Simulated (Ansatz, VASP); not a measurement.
## Two plane-wave programs on MoS2

INCAR

```
SYSTEM = MoS2
PREC = Accurate
ENCUT = 520
EDIFF = 1E-6
ISMEAR = 0
SIGMA = 0.02
LREAL = .FALSE.
LASPH = .TRUE.
NELM = 80
ALGO = Normal
ISIF = 2
LWAVE = .FALSE.
LCHARG = .TRUE.
GGA = CA
LELF = .TRUE.
LVHAR = .TRUE.
NBANDS = 20
```

Contents of KPOINTS:

```
Automatic mesh
0
G
  15 15 3
  0 0 0
```

POSCAR

```
MoS2
1.0
    3.1841260822      0.0000000000      0.0000000000
   -1.5920630411      2.7575340760      0.0000000000
    0.0000000000      0.0000000000     17.3345999500
Mo S
1 2
Direct
    0.0000000000      0.0000000000      0.0000000000
    0.3333333333      0.6666666667      0.9105070200
    0.3333333333      0.6666666667      0.0894929800
```

Input for Ansatz:

```yaml
crystal:
  lattice:
    - [3.1841260822, 0.0, 0.0]
    - [-1.5920630411, 2.757534076, 0.0]
    - [0.0, 0.0, 17.33459995]
  atoms:
    - { symbol: Mo, position: [0.0, 0.0, 0.0] }
    - { symbol: S, position: [0.3333333333, 0.6666666667, 0.91050702] }
    - { symbol: S, position: [0.3333333333, 0.6666666667, 0.08949298] }
hamiltonian:
  xc: lda
kpoints:
  mp_grid: { grid: [15, 15, 3] }
scf:
  occupations: { method: gaussian, width: 0.02 }
  convergence: { dr2_threshold: 1.0e-09 }
basis:
  ecutwfc: 600
output:
  eigenvalues: true
  forces: true
  stress: true
```

Alike in both runs: task single point; functional LDA; k mesh 15 × 15 × 3; occupations gaussian, width 0.02 eV; no spin polarisation.

|  | VASP | Ansatz |
| --- | --- | --- |
| version | VASP 6.6.1 | Ansatz 0.2.0 |
| potentials or method | VASP PAW LDA potentials, release 64 (Mo_sv, S), cutoff 520 eV | scalar-relativistic, plane waves, PAW |
| valence electrons in the cell | 26 | 26 |

```tsv
	VASP	Ansatz	Ansatz less VASP
gap on the k mesh at the Fermi level (eV)	1.59	1.58	-0.012
rms of the force components (eV/Å)	0.178	0.186	+0.0082
```

LDA's correlation is that of Perdew and Zunger in VASP and of Perdew and Wang (1992) in Ansatz. Atom by atom the forces differ by 0.008 eV/Å (rms over components). Ansatz's warnings: stress scf threshold loose.
